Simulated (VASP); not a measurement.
# Cl (Cmce) in VASP: notebook, part 2 of 2

VASP 6.6.1.

### Step 4. Relaxation of cell and atoms, revPBE+D4

Input file INCAR:

```
SYSTEM = Cl
ALGO = Normal
EDIFF = 1E-6
EDIFFG = -0.01
ENCUT = 600
GGA = RE
IBRION = 2
ISIF = 3
ISMEAR = -1
IVDW = 13
LASPH = .TRUE.
LCHARG = .FALSE.
LREAL = .FALSE.
LWAVE = .FALSE.
NELM = 60
NSW = 60
PREC = Accurate
SIGMA = 0.05
```

Input file KPOINTS:

```
k-points
0
G
  7 7 4
  0 0 0
```

Input file POSCAR:

```
Cl
1.0
    3.1450000000     -2.2500000000      0.0000000000
    3.1450000000      2.2500000000      0.0000000000
    0.0000000000      0.0000000000      8.2100000000
Cl
4
Direct
    0.3700000000      0.6300000000      0.4000000000
    0.1300000000      0.8700000000      0.9000000000
    0.6300000000      0.3700000000      0.6000000000
    0.8700000000      0.1300000000      0.1000000000
```

Launch:

```
cat potpaw_PBE.64/Cl/POTCAR > POTCAR
mpirun -np 1 vasp_std > vasp.out
```

It took 5.9 min on 1 thread of Intel Xeon 6975P-C (Granite Rapids), shared host; peak memory 0.3 GiB.

It converged, with:

| Property | Result |
| --- | --- |
| Free energy | -7.7231 eV |
| Relaxed volume | 26.98 Å³/atom |
| Relaxed cell | a = 3.819 Å, b = 3.819 Å, c = 8.064 Å, α = 90.00°, β = 90.00°, γ = 66.54° |
| Space group after relaxing (to 0.1 Å) | Cmce (No. 64) |
| Energy gained by relaxing | 7.2 meV/atom |
| Ionic steps | 16 |
| Pressure after relaxing | 0.0 GPa |
| Largest force after relaxing | 0.007 eV/Å |
| Band gap on the k mesh | 2.53 eV |
| Dispersion energy per atom | -0.330 eV |

Forces on the atoms (eV/Å):
```
Cl   0.000 -0.005 -0.005
Cl   0.000  0.005 -0.005
Cl   0.000  0.005  0.005
Cl   0.000 -0.005  0.005
```

The path:
```csv
step,energy change (eV),largest force (eV/Å),pressure (GPa),volume (Å³)
1,0.0000,0.1286,-0.64,116.19
2,-0.0005,0.3874,0.38,114.25
3,-0.0040,0.1515,-0.12,115.18
4,-0.0083,0.1403,-0.11,114.28
5,-0.0187,0.1040,-0.04,111.60
6,-0.0241,0.0571,0.30,106.33
7,-0.0251,0.0712,0.17,107.96
8,-0.0191,0.3040,-0.70,108.82
9,-0.0255,0.0104,-0.02,108.13
10,-0.0260,0.0110,-0.02,108.15
11,-0.0271,0.0124,-0.03,108.21
12,-0.0281,0.0221,-0.05,108.29
13,-0.0282,0.0253,-0.06,108.30
14,-0.0246,0.2387,0.57,107.45
15,-0.0282,0.0117,0.01,108.20
16,-0.0286,0.0074,0.01,107.92
```

Final structure:
```yaml
crystal:
  lattice:
    - [3.19335, -2.09537, 0.00000]
    - [3.19335, 2.09537, 0.00000]
    - [0.00000, 0.00000, 8.06432]
  atoms:
    - { symbol: Cl, position: [0.37316, 0.62684, 0.39374] }
    - { symbol: Cl, position: [0.12684, 0.87316, 0.89374] }
    - { symbol: Cl, position: [0.62684, 0.37316, 0.60626] }
    - { symbol: Cl, position: [0.87316, 0.12684, 0.10626] }
```

Levels at points of the mesh, in eV from the valence-band top:
| k point | band 11 | band 12 | band 13 | band 14 | band 15 | band 16 | band 17 | band 18 |
| --- | --- | --- | --- | --- | --- | --- | --- | --- |
| (0.00, 0.00, 0.00) | -0.84 | -0.34 | -0.07 | 0.00 | 2.53 | 3.23 | 7.33 | 7.63 |
| (0.00, 0.00, 0.50) | -0.73 | -0.73 | -0.03 | -0.03 | 2.80 | 2.80 | 7.77 | 7.77 |

Caveat: the PAW data sets were made with another functional, which shifts forces and pressure a little.

### Step 5. Relaxation of cell and atoms, PBE+D3(BJ)

Input file INCAR:

```
SYSTEM = Cl
PREC = Accurate
ENCUT = 600
EDIFF = 1E-6
ISMEAR = -1
SIGMA = 0.05
LREAL = .False.
LASPH = .True.
NELM = 80
ALGO = Normal
ISIF = 3
LWAVE = .False.
LCHARG = .False.
GGA = PE
IVDW = 12
IBRION = 2
NSW = 60
EDIFFG = -0.01
```

Input file KPOINTS:

```
Automatic mesh
0
Gamma
  7 7 4
  0 0 0
```

POSCAR is that of step 4.

Potentials or basis: VASP PAW PBE potentials, release 64 (Cl).

Launch:

```
cat potpaw_PBE.64/Cl/POTCAR > POTCAR
mpirun -np 1 vasp_std > vasp.out
```

OUTCAR:

```text
SYSTEM = Cl
   PREC = Accurate
   ENCUT = 600
   EDIFF = 1E-6
   ISMEAR = -1
   LREAL = .False.
   LASPH = .True.
   NELM = 80
   ISIF = 3
   GGA = PE
   IVDW = 12
   IBRION = 2
   NSW = 60
   EDIFFG = -0.01
 IVDW          = 12

 ion  position               nearest neighbor table
   1  0.370  0.630  0.400-   3 2.02
   2  0.130  0.870  0.900-   4 2.02
   3  0.630  0.370  0.600-   1 2.02
   4  0.870  0.130  0.100-   2 2.02

  LATTYP: Found a base centered orthorhombic cell.
 ALAT       =     4.5000000000
 B/A-ratio  =     1.3977777778
 C/A-ratio  =     1.8244444444

  Lattice vectors:

 A1 = (  -3.1450000000,  -2.2500000000,   0.0000000000)
 A2 = (   3.1450000000,  -2.2500000000,   0.0000000000)
 A3 = (   0.0000000000,   0.0000000000,   8.2100000000)

Analysis of symmetry for initial positions (statically):
=====================================================================
 Subroutine PRICEL returns:
 Original cell was already a primitive cell.

 Routine SETGRP: Setting up the symmetry group for a
 base centered orthorhombic supercell.

 Subroutine GETGRP returns: Found  8 space group operations
 (whereof  4 operations were pure point group operations)
 out of a pool of  8 trial point group operations.

The static configuration has the point symmetry C_2h.
 The point group associated with its full space group is D_2h.

Analysis of symmetry for dynamics (positions and initial velocities):
=====================================================================
 Subroutine PRICEL returns:
 Original cell was already a primitive cell.

 Routine SETGRP: Setting up the symmetry group for a
 base centered orthorhombic supercell.

 Subroutine GETGRP returns: Found  8 space group operations
 (whereof  4 operations were pure point group operations)
 out of a pool of  8 trial point group operations.

The dynamic configuration has the point symmetry C_2h.
 The point group associated with its full space group is D_2h.

 Subroutine INISYM returns: Found  8 space group operations
[... 116 lines left out ...]
   ISMEAR =    -1;   SIGMA  =   0.05  broadening in eV -4-tet -1-fermi 0-gaus
   EFERMI_NEDOS =   21; number of points for ismear=-14 and -15
   IALGO  =     38    algorithm
   IMIX   =      4    mixing-type and parameters
     AMIX     =   0.40;   BMIX     =  1.00
     AMIX_MAG =   1.60;   BMIX_MAG =  1.00
  volume/ion in A,a.u.               =      29.05       196.03
  Fermi-wavevector in a.u.,A,eV,Ry     =   1.018753  1.925163 14.120900  1.037857
  Thomas-Fermi vector in A             =   2.152228
   LORBIT       =      0    0 simple, 1 ext, 2 COOP (PROOUT), +10 PAW based schemes
   GGA     = PE    functional components
   LHFCALC =     F    Hartree Fock is set to
   AEXX    =    0.0000 exact exchange contribution
   IVDW    =    12    specifies the selected vdW correction
   LEPSILON=     F    determine dielectric tensor
   LRPA    =     F    only Hartree local field effects (RPA)
 conjugate gradient relaxation of ions
 non-spin polarized calculation
  energy-cutoff  :      600.00
  volume of cell :      116.19
 maximum number of plane-waves:      3900
   NGX = 15   NGY = 15   NGZ = 33

--------------------------------------- Ionic step        1  -------------------------------------------

 number of electron      27.9999999 magnetization

 Free energy of the ion-electron system (eV)
  ---------------------------------------------------
  ext. energy  EPLUGINS =         0.00000000
  ---------------------------------------------------
  free energy    TOTEN  =        -7.31414377 eV

  energy without entropy =       -7.31414377  energy(sigma->0) =       -7.31414377

------------------------ aborting loop because EDIFF is reached ----------------------------------------

 Edisp (eV)   -0.60378

 E8    (eV) :    -0.2025
[... 111 lines left out ...]
  FREE ENERGIE OF THE ION-ELECTRON SYSTEM (eV)
  ---------------------------------------------------
  free  energy   TOTEN  =        -7.9235107455 eV

  energy  without entropy=       -7.9235107454  energy(sigma->0) =       -7.92351075

[... ionic steps 4 to 18 ...]

--------------------------------------- Ionic step       19  -------------------------------------------

 number of electron      27.9999994 magnetization

------------------------ aborting loop because EDIFF is reached ----------------------------------------
[... 79 lines left out ...]
--------------------------------------- Ionic step       21  -------------------------------------------

 number of electron      27.9999994 magnetization

 Free energy of the ion-electron system (eV)
  ---------------------------------------------------
  ext. energy  EPLUGINS =         0.00000000
  ---------------------------------------------------
  free energy    TOTEN  =        -7.31084684 eV

  energy without entropy =       -7.31084684  energy(sigma->0) =       -7.31084684

 E-fermi :   1.0763     XC(G=0):  -8.0234

 val. band max:       -0.0667511923   @ k =   0.0000   0.0000   0.0000
 cond. band min:       2.2807439387   @ k =   0.0000   0.0000   0.0000
 fundamental gap:      2.3474951310
 Fermi energy:         1.0763198395

 k-point     1 :       0.0000    0.0000    0.0000
  band No.  band energies     occupation
      1     -16.8439      2.00000
      2     -16.5099      2.00000
      3     -13.0365      2.00000
      4     -12.1232      2.00000
      5      -5.7446      2.00000
      6      -4.4223      2.00000
[... 481 lines left out ...]
      5      -5.3657      2.00000
      6      -5.2595      2.00000
[... 10 lines left out ...]
     17       8.3413      0.00000
     18       8.7121      0.00000

 [... further k-points ...]

------------------------ aborting loop because EDIFF is reached ----------------------------------------

 Edisp (eV)   -0.65058

 E8    (eV) :    -0.2185
[... 27 lines left out ...]
  FREE ENERGIE OF THE ION-ELECTRON SYSTEM (eV)
  ---------------------------------------------------
  free  energy   TOTEN  =        -7.9614266036 eV

  energy  without entropy=       -7.9614266036  energy(sigma->0) =       -7.96142660

 reached required accuracy - stopping structural energy minimisation
```

CONTCAR:

```text
Cl
   1.00000000000000
     3.2697093872576524   -2.0553896219164698    0.0000000000000000
     3.2697093872576524    2.0553896219164698   -0.0000000000000000
     0.0000000000000000   -0.0000000000000000    8.0980398326781469
  Cl
     4
Direct
     0.3763598861547061    0.6236401138452942    0.3923545808348644
     0.1236401138452939    0.8763598861547058    0.8923545808348647
     0.6236401138452942    0.3763598861547061    0.6076454191651353
     0.8763598861547058    0.1236401138452939    0.1076454191651354

  0.00000000E+00  0.00000000E+00  0.00000000E+00
  0.00000000E+00  0.00000000E+00  0.00000000E+00
  0.00000000E+00  0.00000000E+00  0.00000000E+00
  0.00000000E+00  0.00000000E+00  0.00000000E+00
```

Wall time 8.2 min (1 thread of Intel Xeon 6975P-C (Granite Rapids), shared host); peak memory 0.31 GiB.

What came out:

```
Free energy                           : -7.9614 eV
Relaxed volume                        : 27.21 Å³/atom
Relaxed cell                          : a = 3.862 Å, b = 3.862 Å, c = 8.098 Å, α = 90.00°, β = 90.00°, γ = 64.31°
Space group after relaxing (to 0.1 Å) : Cmce (No. 64)
Energy gained by relaxing             : 10.9 meV/atom
Ionic steps                           : 21
Pressure after relaxing               : 0.0 GPa
Largest force after relaxing          : 0.008 eV/Å
Band gap on the k mesh                : 2.35 eV
Dispersion energy per atom            : -0.163 eV
```

Forces in eV/Å, atoms in the order of the input:
```
Cl   0.000  0.001 -0.008
Cl   0.000 -0.001 -0.008
Cl   0.000 -0.001  0.008
Cl   0.000  0.001  0.008
```

Step by step:
```tsv
step	energy change (eV)	largest force (eV/Å)	pressure (GPa)	volume (Å³)
1	0.0000	0.1591	-0.70	116.19
2	-0.0002	0.4656	0.55	114.08
3	-0.0056	0.1740	-0.08	115.11
4	-0.0113	0.1623	-0.08	114.32
5	-0.0257	0.1252	-0.01	111.94
6	-0.0353	0.0751	0.37	107.23
7	-0.0360	0.0852	0.25	108.33
8	-0.0262	0.3927	-0.89	109.55
9	-0.0368	0.0253	0.00	108.59
10	-0.0381	0.0257	-0.02	108.80
11	-0.0407	0.0291	-0.07	109.42
12	-0.0420	0.0501	-0.18	110.54
13	-0.0386	0.2264	0.49	109.71
14	-0.0422	0.0186	-0.06	110.38
15	-0.0426	0.0147	-0.05	110.05
16	-0.0432	0.0183	-0.02	109.05
17	-0.0433	0.0234	-0.01	108.65
18	-0.0426	0.0969	0.29	108.24
19	-0.0433	0.0023	0.05	108.57
20	-0.0435	0.0035	0.04	108.73
21	-0.0435	0.0077	0.03	108.85
```

Final structure:
```xyz
4
Lattice="3.2697 -2.0554 0.0000 3.2697 2.0554 0.0000 0.0000 0.0000 8.0980" Properties=species:S:1:pos:R:3 pbc="T T T"
Cl    3.2697    0.5083    3.1773
Cl    3.2697    1.5471    7.2263
Cl    3.2697   -0.5083    4.9207
Cl    3.2697   -1.5471    0.8717
```

A k mesh can miss the band edges. PBE gaps usually lie below the measured ones, often by a third to a half.

### Step 6. The runs side by side

```tsv
level	gap on the mesh (eV)	pressure (GPa)	relaxed volume (Å³/atom)	largest force (eV/Å)
PBEsol+D3(BJ)	2.10	0.0	24.01	0.01
revPBE+D3(BJ)	2.52	0.0	27.60	-
revPBE+D4	2.53	0.0	26.98	0.01
PBE+D3(BJ)	2.35	0.0	27.21	0.01
```

Alike in all rows: task relaxation of cell and atoms; potentials or basis VASP PAW PBE potentials, release 64 (Cl); no spin polarisation; cell relaxed; k mesh 7 × 7 × 4; cutoff (eV) 600; smearing fermi-dirac 0.05 eV.

Caveats: the PAW data sets were made with another functional, which shifts forces and pressure a little (at least some runs); the volume moved by over 15 % at a fixed basis, so the end points are rough (at least some runs).

Total energies depend on the potentials used, so only differences within one code and one set of settings carry meaning.
